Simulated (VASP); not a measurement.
Wanted: the native input for a VASP 6.6.1 run.

```
Task                   : single point
Functional             : PBE
Potentials or basis    : VASP PAW PBE potentials, release 64 (Si, Ge_d)
Cutoff                 : 520 eV
k mesh                 : 4 × 4 × 4
Occupations            : gaussian, width 0.1 eV
Spin                   : no spin polarisation
Dipole correction      : no
Further INCAR settings : ALGO = Normal; EDIFF = 1e-06; NBANDS = 26
```

The structure of Si5Ge lies in POSCAR:

```
Si5Ge
1.0
    2.0070083100     -5.8910761900      0.0000000000
    2.0070083100      5.8910761900      0.0000000000
    0.0000000000      0.0000000000      4.0082821400
Si Ge
5 1
Direct
    0.3365818300      0.6634181700      0.0000000000
    0.6634181700      0.3365818300      0.0000000000
    0.5000000000      0.5000000000      0.5000000000
    0.8341655700      0.1658344300      0.5000000000
    0.1658344300      0.8341655700      0.5000000000
    0.0000000000      0.0000000000      0.0000000000
```

The cell was built from a structure type or drawn by symmetry, and may not be a known phase.

These files were run (other wordings do the same):

INCAR

```
SYSTEM = Si5Ge
PREC = Accurate
ENCUT = 520
EDIFF = 1E-6
ISMEAR = 0
SIGMA = 0.1
LREAL = .FALSE.
LASPH = .TRUE.
NELM = 60
ALGO = Normal
ISIF = 2
LWAVE = .FALSE.
LCHARG = .FALSE.
GGA = PE
NBANDS = 26
```

KPOINTS

```
Automatic mesh
0
G
  4 4 4
  0 0 0
```

Potentials or basis: VASP PAW PBE potentials, release 64 (Si, Ge_d).

Launch:

```bash
$ cat potpaw_PBE.64/Si/POTCAR potpaw_PBE.64/Ge_d/POTCAR > POTCAR
$ mpirun -np 1 vasp_std > vasp.out
```

Results of the run:

```yaml
Pressure: -0.9 GPa
Largest_force: 0.595 eV/Å
Band_gap_on_the_k_mesh: zero (bands 17 and 18 overlap by 2.35 eV)
```

Caveat: the k points lie up to 0.41 Å⁻¹ apart, too coarse for converged energies and pressures of a metal.

Wall time 62 s on 1 thread of Intel(R) Xeon(R) Platinum 8488C (Sapphire Rapids), on a shared host, peak memory 0.26 GiB.
